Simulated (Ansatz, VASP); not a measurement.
**Si: VASP beside Ansatz**

File INCAR:

```
PREC = Accurate ; ENCUT = 520
EDIFF = 1E-6 ; ISMEAR = 0
SIGMA = 0.01 ; LREAL = False
LASPH = True ; NELM = 60
ALGO = Normal ; ISIF = 2
LWAVE = False ; LCHARG = False
GGA = PE ; NBANDS = 11
```

Contents of KPOINTS:

```
regular mesh
0
Gamma
  8 8 8
```

The input POSCAR:

```
Si
1.0
    0.0000000000      2.7350468830      2.7350468830
    2.7350468830      0.0000000000      2.7350468830
    2.7350468830      2.7350468830      0.0000000000
Si
2
Direct
    0.7500000000      0.7500000000      0.7500000000
    0.5000000000      0.5000000000      0.5000000000
```

Input for Ansatz:

```yaml
crystal:
  lattice:
    - [0.0, 2.735046883, 2.735046883]
    - [2.735046883, 0.0, 2.735046883]
    - [2.735046883, 2.735046883, 0.0]
  atoms:
    - { symbol: Si, position: [0.75, 0.75, 0.75] }
    - { symbol: Si, position: [0.5, 0.5, 0.5] }
basis:
  ecutwfc: 420
  xc_grid: 2
kpoints:
  mp_grid: { grid: [8, 8, 8] }
  band_path: { path: [VBM, CBM], npoints: 2 }
hamiltonian:
  xc: pbe
scf:
  occupations: { method: gaussian, width: 0.01 }
output:
  forces: true
  stress: true
  eigenvalues: true
```

Alike in both runs: task single point; functional PBE; k mesh 8 × 8 × 8; occupations gaussian, width 0.01 eV; no spin polarisation.

|  | VASP | Ansatz |
| --- | --- | --- |
| version | VASP 6.6.1 | Ansatz 0.2.0 |
| potentials or method | VASP PAW PBE potentials, release 64 (Si), cutoff 520 eV | scalar-relativistic, plane waves, PAW |
| valence electrons in the cell | 8 | 8 |

Ansatz gave:

* gap on the k mesh at the Fermi level (eV): 0.65
* least direct gap on the mesh (eV): 2.55
* pressure (GPa): 0.0

Q: What did VASP give for the same quantities?

A: gap on the k mesh at the Fermi level (eV): 0.65; least direct gap on the mesh (eV): 2.56; pressure (GPa): -0.1.

With one functional, cell and mesh, what is left measures potentials, basis and numerics.
